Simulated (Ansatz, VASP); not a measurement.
# One calculation of Ag, two programs

```
Ag
1.0
    -1.65552    1.65552    1.65552
     1.65552   -1.65552    1.65552
     1.65552    1.65552   -1.65552
Ag
1
Direct
  0.00000 0.00000 0.00000
```

Alike in both runs: task single point; functional r2SCAN; k mesh 15 × 15 × 15; occupations fermi-dirac, width 0.1 eV; no spin polarisation.

|  | VASP | Ansatz |
| --- | --- | --- |
| version | VASP 6.6.1 | Ansatz 0.2.0 |
| potentials or method | VASP PAW PBE potentials, release 64 (Ag), cutoff 520 eV | plane waves (500 eV) with PAW, scalar-relativistic |
| valence electrons in the cell | 11 | 19 |

|  | VASP | Ansatz | Ansatz less VASP |
| --- | --- | --- | --- |
| pressure (GPa) | -3.7 | -3.7 | -0.08 |

VASP's potentials were made for PBE, not for r2SCAN. VASP's potentials hold 11 valence electrons a cell and Ansatz's 19, so a difference there can come from the potentials and not from the codes.
